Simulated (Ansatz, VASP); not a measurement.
Si in VASP and in Ansatz

File INCAR:

```
SYSTEM = Si
PREC     = Accurate       ! precision mode
ENCUT    = 520            ! plane-wave cutoff, eV
EDIFF    = 1E-7           ! SCF threshold, eV
ISMEAR   = -1             ! smearing method
SIGMA    = 0.1            ! smearing width, eV
LREAL    = .FALSE.        ! projectors in reciprocal space
LASPH    = .TRUE.         ! aspherical terms in the spheres
NELM     = 60             ! most SCF steps
ALGO     = Normal         ! electronic algorithm
ISIF     = 2              ! what is computed and relaxed
LWAVE    = .FALSE.        ! write WAVECAR
LCHARG   = .FALSE.        ! write CHGCAR
GGA      = PE             ! functional
NBANDS   = 13             ! bands
```

File KPOINTS:

```
regular mesh
0
G
  9 9 14
  0 0 0
```

POSCAR

```
Si
1.0
    4.5906232412      0.0000000000      0.0000000000
   -2.2953116206      3.9755963461      0.0000000000
    0.0000000000      0.0000000000      2.6288061044
Si
3
Direct
    1.0000000000      0.0000000000      0.0000000000
    0.3333333333      0.6666666667      0.5000000000
    0.6666666667      0.3333333333      0.5000000000
```

Input for Ansatz:

```yaml
crystal:
  lattice:
    - [4.5906232412, 0.0, 0.0]
    - [-2.2953116206, 3.9755963461, 0.0]
    - [0.0, 0.0, 2.6288061044]
  atoms:
    - { symbol: Si, position: [1.0, 0.0, 0.0] }
    - { symbol: Si, position: [0.3333333333, 0.6666666667, 0.5] }
    - { symbol: Si, position: [0.6666666667, 0.3333333333, 0.5] }
hamiltonian:
  xc: pbe
  pseudopotentials:
    kind: paw
    azcp:
      Si: "pseudopotentials/Si.paw.azcp"
basis:
  ecutwfc: 420
  fft_grid_basis: typed
kpoints:
  mp_grid: { grid: [9, 9, 14], shift: [0, 0, 0] }
magnetization:
  spin_polarized: false
scf:
  occupations: { method: fermi_dirac, width: 0.1 }
  lower_state_search: "off"
output:
  stress: true
```

Alike in both runs: task single point; functional PBE; k mesh 9 × 9 × 14; occupations fermi-dirac, width 0.1 eV; no spin polarisation.

```csv
,VASP,Ansatz
version,VASP 6.6.1,Ansatz 0.2.0
potentials or method,"VASP PAW PBE potentials, release 64 (Si), cutoff 520 eV","plane waves (420 eV) with PAW, scalar-relativistic"
valence electrons in the cell,12,12
```

|  | VASP | Ansatz | Ansatz less VASP |
| --- | --- | --- | --- |
| pressure (GPa) | -6.2 | -6.2 | +0.02 |
| traceless stress, the component that is largest in VASP (GPa) | 1.35 | 1.35 | 0.000 |
